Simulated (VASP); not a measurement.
A run of VASP 6.6.1 is set up as follows.

The input POSCAR:

```
C
1.0
    2.4311718033      0.0000000000      0.0000000000
   -1.2155859016      2.1054565426      0.0000000000
    0.0000000000      0.0000000000     21.8662143474
C
12
Direct
    0.0000000000      0.0000000000      0.9189791269
    0.3333333333      0.6666666667      0.9189758240
    0.0000000000      0.0000000000      0.7476908427
    0.3333333333      0.6666666667      0.7476875398
    0.6666666667      0.3333333333      0.2523124602
    0.0000000000      0.0000000000      0.2523091573
    0.6666666667      0.3333333333      0.0810241760
    0.0000000000      0.0000000000      0.0810208731
    0.3333333333      0.6666666667      0.5856457936
    0.6666666667      0.3333333333      0.5856424906
    0.3333333333      0.6666666667      0.4143575094
    0.6666666667      0.3333333333      0.4143542064
```

The input INCAR.step1:

```
PREC     = Accurate       # precision mode
ENCUT    = 520            # plane-wave cutoff, eV
ISMEAR   = 0              # smearing method
SIGMA    = 0.01           # smearing width, eV
LREAL    = F              # projectors in reciprocal space
LASPH    = T              # aspherical terms in the spheres
NELM     = 60             # most SCF steps
NBANDS   = 36             # bands
GGA      = PE             # functional
ALGO     = Normal         # electronic algorithm
EDIFF    = 1E-4           # SCF threshold, eV
LWAVE    = T              # write WAVECAR
LCHARG   = F              # write CHGCAR
```

Contents of INCAR.step2:

```
PREC     = Accurate       # precision mode
ENCUT    = 520            # plane-wave cutoff, eV
EDIFF    = 1E-6           # SCF threshold, eV
ISMEAR   = 0              # smearing method
SIGMA    = 0.01           # smearing width, eV
LREAL    = F              # projectors in reciprocal space
LASPH    = T              # aspherical terms in the spheres
NELM     = 60             # most SCF steps
ALGO     = Normal         # electronic algorithm
ISIF     = 2              # what is computed and relaxed
LWAVE    = F              # write WAVECAR
LCHARG   = F              # write CHGCAR
METAGGA  = R2SCAN         # meta-GGA
LMIXTAU  = T            
NBANDS   = 36             # bands
ISTART   = 1
```

KPOINTS

```
Automatic mesh
0
Gamma
  18 18 2
```

Potentials or basis: VASP PAW PBE potentials, release 64 (C).

Run with:

```bash
$ cat potpaw_PBE.64/C/POTCAR > POTCAR
$ cp INCAR.step1 INCAR
$ mpirun -np 1 vasp_std > vasp.out
$ cp INCAR.step2 INCAR
$ mpirun -np 1 vasp_std > vasp.out
```

Problem. What does it give for the pressure?

Solution. 8.9 GPa.

Stress tensor (GPa, compression positive):
```
13.45  0.00  0.00
 0.00 13.45  0.00
 0.00  0.00 -0.32
```

Caveat: the cell differs from its parent crystal (biaxial strain in the a-b plane: -1.0 %); the cell stands under pressure; the PAW data sets were made with another functional, which shifts forces and pressure a little.
